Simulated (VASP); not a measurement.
# N in VASP: notebook

N is run at these levels: PBE; tasks: single point.

Everything below comes from runs of VASP 6.6.1. Logs are shortened: lines on timing, memory, paths and dates and some standing lists are left out, and cuts for length are marked.

## Step 1: The cell of the first run

Symmetry: P6_3/mmc, No. 194, hexagonal system. Conventional cell: a = 4.167 Å, b = 4.167 Å, c = 7.006 Å, α = 90.00°, β = 90.00°, γ = 120.00°. Within 1.5 Å of N (site symmetry 3m) lie 1 N at 1.11 Å.

## Step 2: Single point, PBE

File INCAR:

```
SYSTEM = N
PREC = Accurate
ENCUT = 520
EDIFF = 1E-6
ISMEAR = 0
SIGMA = 0.01
LREAL = .False.
LASPH = .True.
NELM = 60
ALGO = Normal
ISIF = 2
LWAVE = .False.
LCHARG = .False.
GGA = PE
NBANDS = 18
```

File KPOINTS:

```
regular mesh
0
Gamma
  4 4 2
  0 0 0
```

File POSCAR:

```
N
1.0
    4.1672000000      0.0000000000      0.0000000000
   -2.0836000000      3.6089000000      0.0000000000
    0.0000000000      0.0000000000      7.0060000000
N
4
Direct
    0.3333333333      0.6666666667      0.3289000000
    0.3333333333      0.6666666667      0.1711000000
    0.6666666667      0.3333333333      0.8289000000
    0.6666666667      0.3333333333      0.6711000000
```

Potentials or basis: VASP PAW PBE potentials, release 64 (N).

Started as:

```console
cat potpaw_PBE.64/N/POTCAR > POTCAR
mpirun -np 1 vasp_std > vasp.out
```

OUTCAR:

```text
SYSTEM = N
   PREC = Accurate
   ENCUT = 520
   EDIFF = 1E-6
   ISMEAR = 0
   LREAL = .False.
   LASPH = .True.
   NELM = 60
   ISIF = 2
   GGA = PE

 ion  position               nearest neighbor table
   1  0.333  0.667  0.329-   2 1.11
   2  0.333  0.667  0.171-   1 1.11
   3  0.667  0.333  0.829-   4 1.11
   4  0.667  0.333  0.671-   3 1.11

  LATTYP: Found a hexagonal cell.
 ALAT       =     4.1672000000
 C/A-ratio  =     1.6812248032

  Lattice vectors:

 A1 = (   4.1672000000,   0.0000000000,   0.0000000000)
 A2 = (  -2.0836000000,   3.6089000000,   0.0000000000)
 A3 = (   0.0000000000,   0.0000000000,   7.0060000000)

Analysis of symmetry for initial positions (statically):
=====================================================================
 Subroutine PRICEL returns:
 Original cell was already a primitive cell.

 Routine SETGRP: Setting up the symmetry group for a
 hexagonal supercell.

 Subroutine GETGRP returns: Found 24 space group operations
 (whereof 12 operations were pure point group operations)
 out of a pool of 24 trial point group operations.

The static configuration has the point symmetry D_3d.
 The point group associated with its full space group is D_6h.

Analysis of symmetry for dynamics (positions and initial velocities):
=====================================================================
 Subroutine PRICEL returns:
 Original cell was already a primitive cell.

 Routine SETGRP: Setting up the symmetry group for a
 hexagonal supercell.

 Subroutine GETGRP returns: Found 24 space group operations
 (whereof 12 operations were pure point group operations)
 out of a pool of 24 trial point group operations.

The dynamic configuration has the point symmetry D_3d.
 The point group associated with its full space group is D_6h.

 Subroutine INISYM returns: Found 24 space group operations
 (whereof 12 operations are pure point group operations),
 and found     1 'primitive' translations

----------------------------------------------------------------------------------------

                                     Primitive cell

  volume of cell :     105.3633

  direct lattice vectors                    reciprocal lattice vectors
     4.167200000  0.000000000  0.000000000     0.239969284  0.138546371  0.000000000
    -2.083600000  3.608900000  0.000000000     0.000000000  0.277092743  0.000000000
     0.000000000  0.000000000  7.006000000     0.000000000  0.000000000  0.142734799

  length of vectors
     4.167200000  4.167199080  7.006000000     0.277092682  0.277092743  0.142734799

  position of ions in fractional coordinates (direct lattice)
     0.333333333  0.666666667  0.328900000
     0.333333333  0.666666667  0.171100000
     0.666666667  0.333333333  0.828900000
     0.666666667  0.333333333  0.671100000

  ion indices of the primitive-cell ions
   primitive index   ion index
                 1           1
                 2           2
                 3           3
                 4           4

----------------------------------------------------------------------------------------

 KPOINTS: regular mesh

Automatic generation of k-mesh.
 Grid dimensions read from file:
 generate k-points for:    4    4    2

 Generating k-lattice:

  Cartesian coordinates                     Fractional coordinates (reciprocal lattice)
     0.059992321  0.034636593  0.000000000     0.250000000  0.000000000  0.000000000
     0.000000000  0.069273186  0.000000000     0.000000000  0.250000000  0.000000000
     0.000000000  0.000000000  0.071367399     0.000000000  0.000000000  0.500000000

  Length of vectors
     0.069273170  0.069273186  0.071367399

  Shift w.r.t. Gamma in fractional coordinates (k-lattice)
     0.000000000  0.000000000  0.000000000

 Subroutine IBZKPT returns following result:
 ===========================================

 Found      8 irreducible k-points:

 Following reciprocal coordinates:
            Coordinates               Weight
  0.000000  0.000000  0.000000      1.000000
  0.250000  0.000000  0.000000      6.000000
  0.500000  0.000000  0.000000      3.000000
  0.250000  0.250000  0.000000      6.000000
  0.000000  0.000000  0.500000      1.000000
  0.250000  0.000000  0.500000      6.000000
  0.500000  0.000000  0.500000      3.000000
  0.250000  0.250000  0.500000      6.000000
   k-points           NKPTS =      8   k-points in BZ     NKDIM =      8   number of bands    NBANDS=     18
   number of dos      NEDOS =    301   number of ions     NIONS =      4
   total plane-waves  NPLWV =  55296
   dimension x,y,z NGX =    32 NGY =   32 NGZ =   54
   dimension x,y,z NGXF=    64 NGYF=   64 NGZF=  108
   ions per type =               4
   NGX,Y,Z   is equivalent  to a cutoff of  12.77, 12.77, 12.81 a.u.
   NGXF,Y,Z  is equivalent  to a cutoff of  25.53, 25.53, 25.63 a.u.
 SYSTEM =  N
   PREC   = accura    normal or accurate (medium, high low for compatibility)
   ISTART =      0    job   : 0-new  1-cont  2-samecut
   ICHARG =      2    charge: 1-file 2-atom 10-const
   ISPIN  =      1    spin polarized calculation?
   LNONCOLLINEAR =      F non collinear calculations
   LSORBIT =      F    spin-orbit coupling
   LASPH  =      T    aspherical Exc in radial PAW
   ENCUT  =  520.0 eV  38.22 Ry    6.18 a.u.   7.75  7.75 13.03*2*pi/ulx,y,z
   NELM   =     60;   NELMIN=  2; NELMDL= -5     # of ELM steps
   EDIFF  = 0.1E-05   stopping-criterion for ELM
   LREAL  =      F    real-space projection
   EDIFFG = 0.1E-04   stopping-criterion for IOM
   NSW    =      0    number of steps for IOM
   IBRION =     -1    ionic relax: 0-MD 1-quasi-New 2-CG
   NFREE  =      0    steps in history (QN), initial steepest desc. (CG)
   ISIF   =      2    stress and relaxation
   ISYM   =      2    0-nonsym 1-usesym 2-fastsym
   POTIM  = 0.5000    time-step for ionic-motion
   TEBEG  =    0.0;   TEEND  =   0.0 temperature during run
   PSTRESS=    0.0 pullay stress
   NELECT =      20.0000    total number of electrons
   NUPDOWN=      -1.0000    fix difference up-down
   EMIN   =  10.00;   EMAX   =-10.00  energy-range for DOS
   EFERMI =   0.00;   METHOD = LEGACY
   ISMEAR =     0;   SIGMA  =   0.01  broadening in eV -4-tet -1-fermi 0-gaus
   EFERMI_NEDOS =   21; number of points for ismear=-14 and -15
   IALGO  =     38    algorithm
   IMIX   =      4    mixing-type and parameters
     AMIX     =   0.40;   BMIX     =  1.00
     AMIX_MAG =   1.60;   BMIX_MAG =  1.00
  volume/ion in A,a.u.               =      26.34       177.76
  Fermi-wavevector in a.u.,A,eV,Ry     =   0.940853  1.777954 12.043934  0.885204
  Thomas-Fermi vector in A             =   2.068306
   LORBIT       =      0    0 simple, 1 ext, 2 COOP (PROOUT), +10 PAW based schemes
   GGA     = PE    functional components
   LHFCALC =     F    Hartree Fock is set to
   AEXX    =    0.0000 exact exchange contribution
   IVDW    =     0    specifies the selected vdW correction
   LEPSILON=     F    determine dielectric tensor
   LRPA    =     F    only Hartree local field effects (RPA)
 non-spin polarized calculation
 Gauss-broadening in eV      SIGMA  =   0.01
  energy-cutoff  :      520.00
  volume of cell :      105.36
 maximum number of plane-waves:      2858
 NGX is ok and might be reduce to    32
   NGX = 15   NGY = 15   NGZ = 27

 number of electron      20.0000001 magnetization

 Free energy of the ion-electron system (eV)
  ---------------------------------------------------
  ext. energy  EPLUGINS =         0.00000000
  ---------------------------------------------------
  free energy    TOTEN  =       -33.31551137 eV

  energy without entropy =      -33.31551137  energy(sigma->0) =      -33.31551137

 E-fermi :  -6.6178     XC(G=0):  -5.8849

 val. band max:       -6.7464541422   @ k =   0.0000   0.0000   0.0000
 cond. band min:       0.3568072220   @ k =   0.2500   0.2500   0.0000
 fundamental gap:      7.1032613642
 Fermi energy:        -6.6178004972

 k-point     1 :       0.0000    0.0000    0.0000
  band No.  band energies     occupation
      1     -25.3229      2.00000
      2     -25.2984      2.00000
      3     -10.9029      2.00000
      4     -10.1718      2.00000
      5      -8.5200      2.00000
      6      -8.5200      2.00000
      7      -8.4226      2.00000
      8      -8.4226      2.00000
      9      -7.8434      2.00000
     10      -6.7465      2.00000
     11       0.9986      0.00000
     12       0.9986      0.00000
     13       1.4667      0.00000
     14       1.4667      0.00000
     15       3.1969      0.00000
     16       3.9411      0.00000
     17       5.7760      0.00000
     18       9.7109      0.00000

 k-point     2 :       0.2500    0.0000    0.0000
  band No.  band energies     occupation
      1     -25.3127      2.00000
      2     -25.2945      2.00000
      3     -10.7835      2.00000
      4     -10.2385      2.00000
      5      -8.6807      2.00000
      6      -8.6067      2.00000
      7      -8.5690      2.00000
      8      -8.4341      2.00000
      9      -7.5676      2.00000
     10      -6.8204      2.00000
     11       0.7082      0.00000
     12       0.8426      0.00000
     13       1.2024      0.00000
     14       1.5304      0.00000
     15       3.7395      0.00000
     16       4.7471      0.00000
     17       6.7279      0.00000
     18       7.4088      0.00000

 k-point     3 :       0.5000    0.0000    0.0000
  band No.  band energies     occupation
      1     -25.3008      2.00000
      2     -25.2928      2.00000
      3     -10.6016      2.00000
      4     -10.3664      2.00000
      5      -8.8316      2.00000
      6      -8.7222      2.00000
      7      -8.6133      2.00000
      8      -8.4498      2.00000
      9      -7.3006      2.00000
     10      -6.9601      2.00000
     11       0.3707      0.00000
     12       0.7172      0.00000
     13       1.0727      0.00000
     14       1.5651      0.00000
     15       4.6094      0.00000
     16       5.8658      0.00000
     17       6.1886      0.00000
     18       7.1917      0.00000

 k-point     4 :       0.2500    0.2500    0.0000
  band No.  band energies     occupation
      1     -25.3009      2.00000
      2     -25.2928      2.00000
      3     -10.6049      2.00000
      4     -10.3627      2.00000
      5      -8.7738      2.00000
      6      -8.7094      2.00000
      7      -8.6335      2.00000
      8      -8.5131      2.00000
      9      -7.2856      2.00000
     10      -6.9651      2.00000
     11       0.3568      0.00000
     12       0.7905      0.00000
     13       1.0487      0.00000
     14       1.5162      0.00000
     15       4.5016      0.00000
     16       5.9014      0.00000
     17       6.3126      0.00000
     18       7.5861      0.00000

 k-point     5 :       0.0000    0.0000    0.5000
  band No.  band energies     occupation
      1     -25.3107      2.00000
      2     -25.3107      2.00000
      3     -10.5932      2.00000
      4     -10.5932      2.00000
      5      -8.4718      2.00000
      6      -8.4718      2.00000
      7      -8.4718      2.00000
      8      -8.4718      2.00000
      9      -7.2430      2.00000
     10      -7.2430      2.00000
     11       1.2232      0.00000
     12       1.2232      0.00000
     13       1.2232      0.00000
     14       1.2232      0.00000
     15       3.3626      0.00000
     16       3.3626      0.00000
     17       7.8778      0.00000
     18       7.8778      0.00000

 k-point     6 :       0.2500    0.0000    0.5000
  band No.  band energies     occupation
      1     -25.3037      2.00000
      2     -25.3037      2.00000
      3     -10.5500      2.00000
      4     -10.5500      2.00000
      5      -8.6030      2.00000
      6      -8.6030      2.00000
      7      -8.5026      2.00000
      8      -8.5026      2.00000
      9      -7.2027      2.00000
     10      -7.2027      2.00000
     11       0.9611      0.00000
     12       0.9611      0.00000
     13       1.1710      0.00000
     14       1.1710      0.00000
     15       4.0568      0.00000
     16       4.0568      0.00000
     17       7.7592      0.00000
     18       7.7592      0.00000

 k-point     7 :       0.5000    0.0000    0.5000
  band No.  band energies     occupation
      1     -25.2969      2.00000
      2     -25.2969      2.00000
      3     -10.5057      2.00000
      4     -10.5057      2.00000
      5      -8.7227      2.00000
      6      -8.7227      2.00000
      7      -8.5331      2.00000
      8      -8.5331      2.00000
      9      -7.1730      2.00000
     10      -7.1730      2.00000
     11       0.7264      0.00000
     12       0.7264      0.00000
     13       1.1199      0.00000
     14       1.1199      0.00000
     15       5.3884      0.00000
     16       5.3884      0.00000
     17       5.9880      0.00000
     18       5.9880      0.00000

 k-point     8 :       0.2500    0.2500    0.5000
  band No.  band energies     occupation
      1     -25.2968      2.00000
      2     -25.2968      2.00000
      3     -10.5051      2.00000
      4     -10.5051      2.00000
      5      -8.6789      2.00000
      6      -8.6789      2.00000
      7      -8.5812      2.00000
      8      -8.5812      2.00000
      9      -7.1702      2.00000
     10      -7.1702      2.00000
     11       0.8067      0.00000
     12       0.8067      0.00000
     13       1.0262      0.00000
     14       1.0262      0.00000
     15       5.1359      0.00000
     16       5.1359      0.00000
     17       6.5114      0.00000
     18       6.5114      0.00000

------------------------ aborting loop because EDIFF is reached ----------------------------------------

  FORCE on cell =-STRESS in cart. coord.  units (eV):
  Direction    XX          YY          ZZ          XY          YZ          ZX
  --------------------------------------------------------------------------------------
  -------------------------------------------------------------------------------------
  Total        0.0484236      0.0484235      2.6810761      0.0000000      0.0000000      0.0000000
  in kB        0.7363394      0.7363390     40.7690322      0.0000000      0.0000000      0.0000000
  external PRESSURE =      14.0805702 kB  Pullay stress =       0.0000000 kB

 VOLUME and BASIS-vectors are now :
 -----------------------------------------------------------------------------
  energy-cutoff  :      520.00
  volume of cell :      105.36
      direct lattice vectors                 reciprocal lattice vectors
     4.167200000  0.000000000  0.000000000     0.239969284  0.138546371  0.000000000
    -2.083600000  3.608900000  0.000000000     0.000000000  0.277092743  0.000000000
     0.000000000  0.000000000  7.006000000     0.000000000  0.000000000  0.142734799

 POSITION                                       TOTAL-FORCE (eV/Angst)
 -----------------------------------------------------------------------------------
     -0.00000      2.40593      2.30427         0.000000     -0.000000      1.179098
     -0.00000      2.40593      1.19873         0.000000     -0.000000     -1.179098
      2.08360      1.20297      5.80727        -0.000000      0.000000      1.179098
      2.08360      1.20297      4.70173        -0.000000      0.000000     -1.179098
 -----------------------------------------------------------------------------------
    total drift:                               -0.000000      0.000000     -0.000000

  FREE ENERGIE OF THE ION-ELECTRON SYSTEM (eV)
  ---------------------------------------------------
  free  energy   TOTEN  =       -33.3155113748 eV

  energy  without entropy=      -33.3155113748  energy(sigma->0) =      -33.31551137
```

It took 7.3 s on 1 thread of Intel Xeon 6975P-C (Granite Rapids), shared host; peak memory 0.21 GiB.

Results:

- Free energy: -33.3155 eV
- Pressure: 1.4 GPa
- Largest force: 1.179 eV/Å
- Band gap on the k mesh: 7.10 eV, indirect (least direct gap 7.32 eV)

Forces on the atoms (eV/Å):
```
N    0.000  0.000  1.179
N    0.000  0.000 -1.179
N    0.000  0.000  1.179
N    0.000  0.000 -1.179
```

Stress tensor (GPa, compression positive):
```
0.07 0.00 0.00
0.00 0.07 0.00
0.00 0.00 4.08
```

Caveat: the k points lie up to 0.45 Å⁻¹ apart; the standard files for N, O and F lose accuracy on very short bonds; forces of over 1 eV/Å act on the atoms, so gaps and moduli don't describe the material at rest.

(Part 1 of 2 ends here.)
